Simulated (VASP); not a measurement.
Input of a VASP 6.6.1 run:

Contents of INCAR:

```
  PREC = Accurate
  ENCUT = 520
  EDIFF = 1E-6
  ISMEAR = 0
  SIGMA = 0.05
  LREAL = F
  LASPH = T
  NELM = 100
  ALGO = Normal
  ISIF = 2
  LWAVE = F
  LCHARG = F
  GGA = PS
  NBANDS = 27
```

KPOINTS

```
regular mesh
0
Gamma
  8 8 8
```

File POSCAR:

```
KTaO3
1.0
    3.8451567180      0.0000000000      0.0000000000
    0.0000000000      3.8451567180      0.0000000000
    0.0000000000      0.0000000000      4.1669963353
K Ta O
1 1 3
Direct
    0.5000000000      0.5000000000      0.5000000000
    0.0000000000      0.0000000000      0.0000000000
    0.5000000000      0.0000000000      0.0000000000
    0.0000000000      0.5000000000      0.0000000000
    0.0000000000      0.0000000000      0.5000000000
```

Potentials or basis: VASP PAW PBE potentials, release 64 (K_sv, Ta_pv, O).

Command:

```bash
$ cat potpaw_PBE.64/K_sv/POTCAR potpaw_PBE.64/Ta_pv/POTCAR potpaw_PBE.64/O/POTCAR > POTCAR
$ mpirun -np 1 vasp_std > vasp.out
```

**Question.** What does it give for the pressure?

**Answer.** 9.4 GPa.

**Question.** What does it give for the band gap on the k mesh?

**Answer.** 2.04 eV (least direct gap 2.55 eV).

Stress tensor (GPa, compression positive):
```
 19.82   0.00   0.00
  0.00  19.82   0.00
  0.00   0.00 -11.55
```

Caveat: the cell stands under pressure; the PAW data sets were made with another functional, which shifts forces and pressure a little; spin-orbit coupling is left out, which moves the levels of the heavy elements. A k mesh can miss the band edges.
